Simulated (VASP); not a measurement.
# BP (F-43m) in VASP: further runs, part 2 of 2

VASP 6.6.1. The steps go on from the part before.

## (3) Single point, PBE

This run uses another cell than the first one, of 11.75 Å³/atom, 0.996 times its volume.

File INCAR:

```
ALGO     = Normal         # electronic algorithm
EDIFF    = 1E-7           # SCF threshold, eV
ENCUT    = 520            # plane-wave cutoff, eV
GGA      = PE             # functional
ISIF     = 2              # what is computed and relaxed
ISMEAR   = 0              # smearing method
LASPH    = True           # aspherical terms in the spheres
LCHARG   = False          # write CHGCAR
LREAL    = False          # projectors in reciprocal space
LWAVE    = False          # write WAVECAR
NBANDS   = 11             # bands
NELM     = 80             # most SCF steps
PREC     = Accurate       # precision mode
SIGMA    = 0.05           # smearing width, eV
```

File KPOINTS:

```
k-points
0
Gamma
  8 8 8
```

File POSCAR:

```
BP
1.0
    0.0000000000      2.2734988209      2.2734988209
    2.2734988209      0.0000000000      2.2734988209
    2.2734988209      2.2734988209      0.0000000000
B P
1 1
Direct
    0.0000000000      0.0000000000      0.0000000000
    0.7500000000      0.7500000000      0.7500000000
```

Potentials or basis: VASP PAW PBE potentials, release 64 (B, P).

Run with:

```
$ cat potpaw_PBE.64/B/POTCAR potpaw_PBE.64/P/POTCAR > POTCAR
$ mpirun -np 1 vasp_std > vasp.out
```

OUTCAR:

```text
EDIFF = 1E-7
   ENCUT = 520
   GGA = PE
   ISIF = 2
   ISMEAR = 0
   LASPH = True
   LREAL = False
   NELM = 80
   PREC = Accurate

 ion  position               nearest neighbor table
   1  0.000  0.000  0.000-   2 1.97   2 1.97   2 1.97   2 1.97
   2  0.750  0.750  0.750-   1 1.97   1 1.97   1 1.97   1 1.97

  LATTYP: Found a face centered cubic cell.
 ALAT       =     4.5469976418

  Lattice vectors:

 A1 = (   0.0000000000,   2.2734988209,   2.2734988209)
 A2 = (   2.2734988209,   0.0000000000,   2.2734988209)
 A3 = (   2.2734988209,   2.2734988209,   0.0000000000)

Analysis of symmetry for initial positions (statically):
=====================================================================
 Subroutine PRICEL returns:
 Original cell was already a primitive cell.

 Routine SETGRP: Setting up the symmetry group for a
 face centered cubic supercell.

 Subroutine GETGRP returns: Found 24 space group operations
 (whereof 24 operations were pure point group operations)
 out of a pool of 48 trial point group operations.

The static configuration has the point symmetry T_d .

Analysis of symmetry for dynamics (positions and initial velocities):
=====================================================================
 Subroutine PRICEL returns:
 Original cell was already a primitive cell.

 Routine SETGRP: Setting up the symmetry group for a
 face centered cubic supercell.

 Subroutine GETGRP returns: Found 24 space group operations
 (whereof 24 operations were pure point group operations)
 out of a pool of 48 trial point group operations.

The dynamic configuration has the point symmetry T_d .

 Subroutine INISYM returns: Found 24 space group operations
 (whereof 24 operations are pure point group operations),
 and found     1 'primitive' translations

----------------------------------------------------------------------------------------

                                     Primitive cell

  volume of cell :      23.5025

  direct lattice vectors                    reciprocal lattice vectors
     0.000000000  2.273498821  2.273498821    -0.219925339  0.219925339  0.219925339
     2.273498821  0.000000000  2.273498821     0.219925339 -0.219925339  0.219925339
     2.273498821  2.273498821  0.000000000     0.219925339  0.219925339 -0.219925339

  length of vectors
     3.215212867  3.215212867  3.215212867     0.380921862  0.380921862  0.380921862

  position of ions in fractional coordinates (direct lattice)
     0.000000000  0.000000000  0.000000000
     0.750000000  0.750000000  0.750000000

  ion indices of the primitive-cell ions
   primitive index   ion index
                 1           1
                 2           2

----------------------------------------------------------------------------------------

 KPOINTS: k-points

Automatic generation of k-mesh.
 Grid dimensions read from file:
 generate k-points for:    8    8    8

 Generating k-lattice:

  Cartesian coordinates                     Fractional coordinates (reciprocal lattice)
    -0.027490667  0.027490667  0.027490667     0.125000000  0.000000000  0.000000000
     0.027490667 -0.027490667  0.027490667     0.000000000  0.125000000  0.000000000
     0.027490667  0.027490667 -0.027490667     0.000000000  0.000000000  0.125000000

  Length of vectors
     0.047615233  0.047615233  0.047615233

  Shift w.r.t. Gamma in fractional coordinates (k-lattice)
     0.000000000  0.000000000  0.000000000

 Subroutine IBZKPT returns following result:
 ===========================================

 Found     29 irreducible k-points:

 Following reciprocal coordinates:
            Coordinates               Weight
  0.000000  0.000000  0.000000      1.000000
  0.125000  0.000000  0.000000      8.000000
  0.250000  0.000000  0.000000      8.000000
  0.375000  0.000000  0.000000      8.000000
  0.500000  0.000000  0.000000      4.000000
  0.125000  0.125000  0.000000      6.000000
[... 16 lines left out ...]
  0.500000  0.250000  0.125000     48.000000
 -0.375000  0.250000  0.125000     24.000000
 [... further k-points ...]
   k-points           NKPTS =     29   k-points in BZ     NKDIM =     29   number of bands    NBANDS=     11
   number of dos      NEDOS =    301   number of ions     NIONS =      2
   total plane-waves  NPLWV =  13824
   dimension x,y,z NGX =    24 NGY =   24 NGZ =   24
   dimension x,y,z NGXF=    48 NGYF=   48 NGZF=   48
   ions per type =               1   1
   NGX,Y,Z   is equivalent  to a cutoff of  12.41, 12.41, 12.41 a.u.
   NGXF,Y,Z  is equivalent  to a cutoff of  24.82, 24.82, 24.82 a.u.
 SYSTEM =  unknown system
   PREC   = accura    normal or accurate (medium, high low for compatibility)
   ISTART =      0    job   : 0-new  1-cont  2-samecut
   ICHARG =      2    charge: 1-file 2-atom 10-const
   ISPIN  =      1    spin polarized calculation?
   LNONCOLLINEAR =      F non collinear calculations
   LSORBIT =      F    spin-orbit coupling
   LASPH  =      T    aspherical Exc in radial PAW
   ENCUT  =  520.0 eV  38.22 Ry    6.18 a.u.   5.98  5.98  5.98*2*pi/ulx,y,z
   NELM   =     80;   NELMIN=  2; NELMDL= -5     # of ELM steps
   EDIFF  = 0.1E-06   stopping-criterion for ELM
   LREAL  =      F    real-space projection
   EDIFFG = 0.1E-05   stopping-criterion for IOM
   NSW    =      0    number of steps for IOM
   IBRION =     -1    ionic relax: 0-MD 1-quasi-New 2-CG
   NFREE  =      0    steps in history (QN), initial steepest desc. (CG)
   ISIF   =      2    stress and relaxation
   ISYM   =      2    0-nonsym 1-usesym 2-fastsym
   POTIM  = 0.5000    time-step for ionic-motion
   TEBEG  =    0.0;   TEEND  =   0.0 temperature during run
   PSTRESS=    0.0 pullay stress
   NELECT =       8.0000    total number of electrons
   NUPDOWN=      -1.0000    fix difference up-down
   EMIN   =  10.00;   EMAX   =-10.00  energy-range for DOS
   EFERMI =   0.00;   METHOD = LEGACY
   ISMEAR =     0;   SIGMA  =   0.05  broadening in eV -4-tet -1-fermi 0-gaus
   EFERMI_NEDOS =   21; number of points for ismear=-14 and -15
   IALGO  =     38    algorithm
   IMIX   =      4    mixing-type and parameters
     AMIX     =   0.40;   BMIX     =  1.00
     AMIX_MAG =   1.60;   BMIX_MAG =  1.00
  volume/ion in A,a.u.               =      11.75        79.30
  Fermi-wavevector in a.u.,A,eV,Ry     =   1.143054  2.160059 17.776998  1.306573
  Thomas-Fermi vector in A             =   2.279750
   LORBIT       =      0    0 simple, 1 ext, 2 COOP (PROOUT), +10 PAW based schemes
   GGA     = PE    functional components
   LHFCALC =     F    Hartree Fock is set to
   AEXX    =    0.0000 exact exchange contribution
   IVDW    =     0    specifies the selected vdW correction
   LEPSILON=     F    determine dielectric tensor
   LRPA    =     F    only Hartree local field effects (RPA)
 non-spin polarized calculation
 Gauss-broadening in eV      SIGMA  =   0.05
  energy-cutoff  :      520.00
  volume of cell :       23.50
 maximum number of plane-waves:       648
   NGX = 11   NGY = 11   NGZ = 11

 number of electron       8.0000000 magnetization

 Free energy of the ion-electron system (eV)
  ---------------------------------------------------
  ext. energy  EPLUGINS =         0.00000000
  ---------------------------------------------------
  free energy    TOTEN  =       -12.92905146 eV

  energy without entropy =      -12.92905146  energy(sigma->0) =      -12.92905146

 E-fermi :   7.6041     XC(G=0): -10.8812

 val. band max:        7.3635647951   @ k =   0.0000   0.0000   0.0000
 cond. band min:       8.6399087575   @ k =   0.3750   0.3750   0.0000
 fundamental gap:      1.2763439624
 Fermi energy:         7.6041100919

 k-point     1 :       0.0000    0.0000    0.0000
  band No.  band energies     occupation
      1      -8.0442      2.00000
      2       7.3636      2.00000
      3       7.3636      2.00000
      4       7.3636      2.00000
      5      10.7552      0.00000
      6      10.7552      0.00000
      7      10.7552      0.00000
      8      14.6475      0.00000
      9      18.8363      0.00000
     10      19.4748      0.00000
     11      19.4748      0.00000
[... 309 lines left out ...]
 k-point    24 :      -0.3750    0.2500    0.1250
  band No.  band energies     occupation
      1      -4.0885      2.00000
      2      -1.0478      2.00000
      3       2.8552      2.00000
      4       4.2651      2.00000
      5      11.5547      0.00000
      6      12.5416      0.00000
      7      15.6343      0.00000
      8      17.1157      0.00000
      9      17.7919      0.00000
     10      21.7432      0.00000
     11      24.1687      0.00000

 [... further k-points ...]
[... 5 lines left out ...]
  --------------------------------------------------------------------------------------
  -------------------------------------------------------------------------------------
  Total       -0.0085223     -0.0085223     -0.0085223      0.0000000      0.0000000     -0.0000000
  in kB       -0.5809719     -0.5809719     -0.5809719      0.0000000      0.0000000     -0.0000000
  external PRESSURE =      -0.5809719 kB  Pullay stress =       0.0000000 kB

 VOLUME and BASIS-vectors are now :
 -----------------------------------------------------------------------------
  energy-cutoff  :      520.00
  volume of cell :       23.50
      direct lattice vectors                 reciprocal lattice vectors
     0.000000000  2.273498821  2.273498821    -0.219925339  0.219925339  0.219925339
     2.273498821  0.000000000  2.273498821     0.219925339 -0.219925339  0.219925339
     2.273498821  2.273498821  0.000000000     0.219925339  0.219925339 -0.219925339

 POSITION                                       TOTAL-FORCE (eV/Angst)
 -----------------------------------------------------------------------------------
      0.00000      0.00000      0.00000         0.000000      0.000000      0.000000
      3.41025      3.41025      3.41025        -0.000000     -0.000000     -0.000000
 -----------------------------------------------------------------------------------
    total drift:                               -0.000000     -0.000000     -0.000000

  FREE ENERGIE OF THE ION-ELECTRON SYSTEM (eV)
  ---------------------------------------------------
  free  energy   TOTEN  =       -12.9290514567 eV

  energy  without entropy=      -12.9290514567  energy(sigma->0) =      -12.92905146
```

Wall time 14 s (1 thread of Intel Xeon 8259CL, shared host); peak memory 0.1 GiB.

What came out:

```yaml
Free_energy: -12.9291 eV
Pressure: -0.1 GPa
Band_gap_on_the_k_mesh: 1.28 eV, indirect (least direct gap 3.39 eV)
```

## (4) Single point, PBE

This run uses another cell than the first one, of 11.66 Å³/atom, 0.988 times its volume.

File INCAR:

```
  ALGO = Normal
  EDIFF = 1E-6
  ENCUT = 520
  GGA = PE
  ISIF = 2
  ISMEAR = 0
  LASPH = True
  LCHARG = False
  LREAL = False
  LWAVE = False
  NBANDS = 11
  NELM = 80
  PREC = Accurate
  SIGMA = 0.05
```

KPOINTS is that of step 3.

File POSCAR:

```
BP
1.0
    0.0000000000      2.2677136497      2.2677136497
    2.2677136497      0.0000000000      2.2677136497
    2.2677136497      2.2677136497      0.0000000000
B P
1 1
Direct
    0.0000000000      0.0000000000      0.0000000000
    0.7500000000      0.7500000000      0.7500000000
```

Run with:

```
$ cat potpaw_PBE.64/B/POTCAR potpaw_PBE.64/P/POTCAR > POTCAR
$ mpirun -np 1 vasp_std > vasp.out
```

Wall time 12 s (1 thread of Intel Xeon 8259CL, shared host); peak memory 0.1 GiB.

It converged, with:

| Property | Result |
| --- | --- |
| Free energy | -12.9283 eV |
| Pressure | 1.2 GPa |
| Band gap on the k mesh | 1.27 eV, indirect (least direct gap 3.40 eV) |

Levels at points of the mesh, in eV from the valence-band top:
```tsv
k point	band 2	band 3	band 4	band 5	band 6	band 7
(0.00, 0.00, 0.00)	0.00	0.00	0.00	3.40	3.40	3.40
(0.50, 0.00, 0.00)	-9.05	-1.76	-1.76	3.79	4.71	4.71
(0.50, 0.50, 0.00)	-8.59	-4.12	-4.12	1.33	1.66	12.14
```

A k mesh can miss the band edges.

## (5) Single point, r2SCAN

This run uses another cell than the first one, of 11.75 Å³/atom, 0.996 times its volume.

File POSCAR:

```
BP
1.0
    0.0000000000      2.2734988209      2.2734988209
    2.2734988209      0.0000000000      2.2734988209
    2.2734988209      2.2734988209      0.0000000000
B P
1 1
Direct
    0.0000000000      0.0000000000      0.0000000000
    0.7500000000      0.7500000000      0.7500000000
```

File INCAR.step1:

```
SYSTEM = BP
  PREC = Accurate
  ENCUT = 520
  ISMEAR = 0
  SIGMA = 0.05
  LREAL = .FALSE.
  LASPH = .TRUE.
  NELM = 80
  NBANDS = 11
  GGA = PE
  ALGO = Normal
  EDIFF = 1E-4
  LWAVE = .TRUE.
  LCHARG = .FALSE.
```

File INCAR.step2:

```
SYSTEM = BP
  PREC = Accurate
  ENCUT = 520
  EDIFF = 1E-6
  ISMEAR = 0
  SIGMA = 0.05
  LREAL = .FALSE.
  LASPH = .TRUE.
  NELM = 80
  ALGO = Normal
  ISIF = 2
  LWAVE = .FALSE.
  LCHARG = .TRUE.
  METAGGA = R2SCAN
  LMIXTAU = .TRUE.
  LELF = .TRUE.
  LVHAR = .TRUE.
  NBANDS = 11
  ISTART = 1
```

File KPOINTS:

```
Automatic mesh
0
G
  8 8 8
  0 0 0
```

Potentials or basis: VASP PAW PBE potentials, release 64 (B, P).

Run with:

```
$ cat potpaw_PBE.64/B/POTCAR potpaw_PBE.64/P/POTCAR > POTCAR
$ cp INCAR.step1 INCAR
$ mpirun -np 1 vasp_std > vasp.out
$ cp INCAR.step2 INCAR
$ mpirun -np 1 vasp_std > vasp.out
```

OUTCAR:

```text
SYSTEM = BP
   PREC = Accurate
   ENCUT = 520
   EDIFF = 1E-6
   ISMEAR = 0
   LREAL = .FALSE.
   LASPH = .TRUE.
   NELM = 80
   ISIF = 2
   METAGGA = R2SCAN
   ISTART = 1

 ion  position               nearest neighbor table
   1  0.000  0.000  0.000-   2 1.97   2 1.97   2 1.97   2 1.97
   2  0.750  0.750  0.750-   1 1.97   1 1.97   1 1.97   1 1.97

  LATTYP: Found a face centered cubic cell.
 ALAT       =     4.5469976418

  Lattice vectors:

 A1 = (   0.0000000000,   2.2734988209,   2.2734988209)
 A2 = (   2.2734988209,   0.0000000000,   2.2734988209)
 A3 = (   2.2734988209,   2.2734988209,   0.0000000000)
[... 513 lines left out ...]
      8      17.7899      0.00000
      9      18.3772      0.00000
     10      22.5823      0.00000
     11      25.0714      0.00000

 [... further k-points ...]
[... 5 lines left out ...]
  --------------------------------------------------------------------------------------
  -------------------------------------------------------------------------------------
  Total       -0.2411904     -0.2411904     -0.2411904      0.0000000      0.0000000      0.0000000
  in kB      -16.4420643    -16.4420643    -16.4420643      0.0000000      0.0000000      0.0000000
  external PRESSURE =     -16.4420643 kB  Pullay stress =       0.0000000 kB

 VOLUME and BASIS-vectors are now :
 -----------------------------------------------------------------------------
  energy-cutoff  :      520.00
  volume of cell :       23.50
      direct lattice vectors                 reciprocal lattice vectors
     0.000000000  2.273498821  2.273498821    -0.219925339  0.219925339  0.219925339
     2.273498821  0.000000000  2.273498821     0.219925339 -0.219925339  0.219925339
     2.273498821  2.273498821  0.000000000     0.219925339  0.219925339 -0.219925339

 POSITION                                       TOTAL-FORCE (eV/Angst)
 -----------------------------------------------------------------------------------
      0.00000      0.00000      0.00000        -0.000000      0.000000     -0.000000
      3.41025      3.41025      3.41025         0.000000     -0.000000      0.000000
 -----------------------------------------------------------------------------------
    total drift:                               -0.000000     -0.000000     -0.000000

  FREE ENERGIE OF THE ION-ELECTRON SYSTEM (eV)
  ---------------------------------------------------
  free  energy   TOTEN  =       -17.3085630797 eV

  energy  without entropy=      -17.3085630797  energy(sigma->0) =      -17.30856308
```

Wall time 58 s (1 thread of Intel Xeon 8259CL, shared host); peak memory 0.11 GiB.

Results:

```yaml
Free_energy: -17.3086 eV
Pressure: -1.6 GPa
Band_gap_on_the_k_mesh: 1.48 eV, indirect (least direct gap 3.63 eV)
```

Caveat: the PAW data sets were made with another functional, which shifts forces and pressure a little. r2SCAN opens gaps a little over a GGA but as a rule still falls short of measured ones.

## (6) Overview

```csv
level,cell,gap on the mesh (eV),pressure (GPa)
PBE,"a = 3.220 Å, angles 60.0°, 2 atoms",1.28,-0.7
PBE,"a = 3.215 Å, angles 60.0°, 2 atoms",1.28,-0.1
PBE,"a = 3.207 Å, angles 60.0°, 2 atoms",1.27,1.2
r2SCAN,"a = 3.215 Å, angles 60.0°, 2 atoms",1.48,-1.6
```

Alike in all rows: task single point; potentials or basis VASP PAW PBE potentials, release 64 (B, P); no spin polarisation; k mesh 8 × 8 × 8; cutoff (eV) 520; smearing gaussian 0.05 eV.

Caveats: the PAW data sets were made with another functional, which shifts forces and pressure a little (some runs).

Absolute energies hang on the potentials; compare differences alone.
